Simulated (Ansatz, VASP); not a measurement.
**Al3Sb2P in VASP and in Ansatz**

File INCAR:

```
SYSTEM = Al3Sb2P
ALGO = Normal ; EDIFF = 1E-7
EDIFFG = -0.01 ; ENCUT = 600
GGA = PE ; IBRION = 2
ISIF = 3 ; ISMEAR = 0
LASPH = .True. ; LCHARG = .False.
LREAL = .False. ; LWAVE = .False.
NELM = 100 ; NSW = 100
PREC = Accurate ; SIGMA = 0.1
```

Contents of KPOINTS:

```
k-points
0
Gamma
  12 12 4
  0 0 0
```

The input POSCAR:

```
Al3Sb2P
1.0
    3.3402633592      0.0000000000      0.0000000000
    0.0000000000      3.3402633592      0.0000000000
    0.0000000000      0.0000000000     10.6701184964
Al Sb P
3 2 1
Direct
    0.5000000000      0.5000000000      0.1263312379
    0.5000000000      0.5000000000      0.5000000000
    0.5000000000      0.5000000000      0.8736687621
    0.0000000000      0.0000000000      0.3200375449
    0.0000000000      0.0000000000      0.6799624551
    0.0000000000      0.0000000000      0.0000000000
```

Input for Ansatz:

```yaml
crystal:
  lattice:
    - [3.3402633592, 0.0, 0.0]
    - [0.0, 3.3402633592, 0.0]
    - [0.0, 0.0, 10.6701184964]
  atoms:
    - { symbol: Al, position: [0.5, 0.5, 0.1263312379] }
    - { symbol: Al, position: [0.5, 0.5, 0.5] }
    - { symbol: Al, position: [0.5, 0.5, 0.8736687621] }
    - { symbol: Sb, position: [0.0, 0.0, 0.3200375449] }
    - { symbol: Sb, position: [0.0, 0.0, 0.6799624551] }
    - { symbol: P, position: [0.0, 0.0, 0.0] }
basis:
  ecutwfc: 420
kpoints:
  mp_grid: { grid: [12, 12, 4] }
hamiltonian:
  xc: pbe
scf:
  occupations: { method: gaussian, width: 0.1 }
output:
  forces: true
  stress: true
  eigenvalues: true
  write_density: true
  write_potential: true
  elf: true
  volumetric_format: npy
relax:
  adjacent_minimum: "off"
  f_tol: 0.01
  max_steps: 80
  cell: { stress_tol: 0.05 }
```

Change from the starting cell: species swapped into the Al3Ni2Pt type (P4/mmm, No. 123).

Alike in both runs: task relaxation of cell and atoms; functional PBE; k mesh 12 × 12 × 4; occupations gaussian, width 0.1 eV; no spin polarisation.

```csv
,VASP,Ansatz
version,VASP 6.6.1,Ansatz 0.2.0
potentials or method,"VASP PAW PBE potentials, release 64 (Al, Sb, P), cutoff 600 eV","scalar-relativistic, plane waves, PAW"
valence electrons in the cell,24,44
```

Ansatz gave:

- gap on the k mesh at the Fermi level, each at its own relaxed structure (eV): none
- relaxed volume (Å³/atom): 20.16
- relaxed length of the cell vector where the two differ most in proportion (Å): 11.096

Q: Estimate VASP's values.

A: gap on the k mesh at the Fermi level, each at its own relaxed structure (eV): none; relaxed volume (Å³/atom): 20.17; relaxed length of the cell vector where the two differ most in proportion (Å): 11.100.

A gap of «none» marks a metal or a gap that the smearing closes. VASP's potentials hold 24 valence electrons a cell and Ansatz's 44, so a difference there can come from the potentials and not from the codes.

Neither program's run includes spin-orbit coupling. Noted on VASP's run: too few bands were computed for a metal, which touches its energy and stress.
